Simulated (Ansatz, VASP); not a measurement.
MoSe: VASP beside Ansatz

INCAR

```
SYSTEM = MoSe
PREC = Accurate
ENCUT = 520
EDIFF = 1E-7
ISMEAR = 0
SIGMA = 0.1
LREAL = .False.
LASPH = .True.
NELM = 150
ALGO = Normal
ISIF = 2
LWAVE = .False.
LCHARG = .False.
ISPIN = 2
MAGMOM = 3.5 0
LORBIT = 11
LMAXMIX = 4
GGA = PE
NBANDS = 21
```

KPOINTS

```
regular mesh
0
Gamma
  12 12 12
  0 0 0
```

The input POSCAR:

```
MoSe
1.0
    0.0000000000      2.8392909707      2.8392909707
    2.8392909707      0.0000000000      2.8392909707
    2.8392909707      2.8392909707      0.0000000000
Mo Se
1 1
Direct
    0.0000000000      0.0000000000      0.0000000000
    0.2500000000      0.2500000000      0.2500000000
```

Input for Ansatz:

```yaml
crystal:
  lattice:
    - [0.0, 2.8392909712, 2.8392909712]
    - [2.8392909712, 0.0, 2.8392909712]
    - [2.8392909712, 2.8392909712, 0.0]
  atoms:
    - { symbol: Mo, position: [0.0, 0.0, 0.0], spin: 3.5 }
    - { symbol: Se, position: [0.25, 0.25, 0.25] }
basis:
  ecutwfc: 420
kpoints:
  mp_grid: { grid: [12, 12, 12] }
hamiltonian:
  xc: pbe
scf:
  occupations: { method: gaussian, width: 0.1 }
  lower_state_search: "off"
output:
  forces: true
  stress: true
  eigenvalues: true
  populations: true
  write_density: true
  write_potential: true
  elf: true
  volumetric_format: npy
magnetization:
  spin_polarized: true
```

Alike in both runs: task single point; functional PBE; k mesh 12 × 12 × 12; occupations gaussian, width 0.1 eV; collinear spin.

```csv
,VASP,Ansatz
version,VASP 6.6.1,Ansatz 0.2.0
potentials or method,"VASP PAW PBE potentials, release 64 (Mo_sv, Se), cutoff 520 eV","scalar-relativistic, plane waves, PAW"
valence electrons in the cell,20,30
```

VASP gave:

```
gap on the k mesh at the Fermi level (eV)                     : none
pressure (GPa)                                                : 0.2
net moment per atom (μB)                                      : 0.58
size of the moment on the site where the two differ most (μB) : 1.03
```

Q: Which values does Ansatz return?

A: gap on the k mesh at the Fermi level (eV): none; pressure (GPa): 0.0; net moment per atom (μB): 0.58; size of the moment on the site where the two differ most (μB): 0.82.

Site moments also hang on the region over which each program counts them. A gap of «none» marks a metal or a gap that the smearing closes. The functional is the same, so the differences come from potentials, cutoffs and numerics. VASP's potentials hold 20 valence electrons a cell and Ansatz's 30, so a difference there can come from the potentials and not from the codes.
